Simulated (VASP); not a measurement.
Sn: relaxation of cell and atoms with PBE

The system is Sn.

```
Sn
1.0
    -2.94014    2.94014    1.59930
     2.94014   -2.94014    1.59930
     2.94014    2.94014   -1.59930
Sn
2
Direct
  0.75000 0.25000 0.50000
  0.00000 0.00000 0.00000
```

```json
{
 "Program": "VASP 6.6.1",
 "Task": "relaxation of cell and atoms",
 "Functional": "PBE",
 "Potentials or basis": "VASP PAW PBE potentials, release 64 (Sn_d)",
 "Cutoff": "600 eV",
 "k mesh": "14 × 14 × 14",
 "Occupations": "gaussian, width 0.1 eV",
 "Spin": "no spin polarisation",
 "Dipole correction": "no",
 "Further INCAR settings": "ALGO = Fast; EDIFF = 1e-06; IBRION = 2; EDIFFG = -0.01; NSW = 100; ISIF = 3"
}
```

```
Relaxed volume                         : 28.39 Å³/atom
Relaxed cell                           : a = 4.493 Å, b = 4.493 Å, c = 4.493 Å, α = 97.42°, β = 97.42°, γ = 137.88°
Space group after relaxing (to 0.05 Å) : I4_1/amd (No. 141)
Energy gained by relaxing              : 3.1 meV/atom
Ionic steps                            : 8
Pressure after relaxing                : 0.0 GPa
Band gap on the k mesh                 : zero (band 14 reaches 8.78 eV, above the bottom of band 15 at 5.01 eV)
```

Stress tensor (GPa, compression positive):
```
-0.05  0.00  0.00
 0.00 -0.05  0.00
 0.00  0.00  0.04
```

Step by step:
```csv
step,energy change (eV),largest force (eV/Å),pressure (GPa),volume (Å³)
1,0.0000,0.0000,1.34,55.30
2,-0.0058,0.0000,-0.44,57.18
3,-0.0062,0.0000,0.07,56.76
4,-0.0062,0.0000,-0.10,56.82
5,-0.0062,0.0000,0.06,56.68
6,-0.0062,0.0000,0.03,56.72
7,-0.0062,0.0000,0.07,56.72
8,-0.0062,0.0000,-0.02,56.77
```

Final structure:
```
CELL_PARAMETERS angstrom
-2.96491 2.96491 1.61454
2.96491 -2.96491 1.61454
2.96491 2.96491 -1.61454
ATOMIC_POSITIONS crystal
Sn 0.75000 0.25000 0.50000
Sn 0.00000 0.00000 0.00000
```

Levels at points of the mesh, in eV from the Fermi level:
| k point | band 12 | band 13 | band 14 | band 15 | band 16 | band 17 |
| --- | --- | --- | --- | --- | --- | --- |
| (0.00, 0.00, 0.00) | -3.76 | -1.85 | -1.85 | 3.05 | 6.00 | 6.00 |
| (0.50, 0.00, 0.00) | -5.26 | -2.33 | -1.59 | -1.05 | 2.30 | 2.75 |
| (0.50, 0.50, 0.00) | -8.65 | 0.61 | 0.61 | 1.50 | 1.50 | 5.84 |
| (0.50, 0.50, 0.50) | -7.43 | -4.55 | -4.55 | 4.90 | 4.90 | 8.96 |

It took 48 min on 1 thread of AMD EPYC 7R13, on a shared host, peak memory 0.37 GiB.

Caveat: spin-orbit coupling is left out, which moves the levels of the heavy elements.
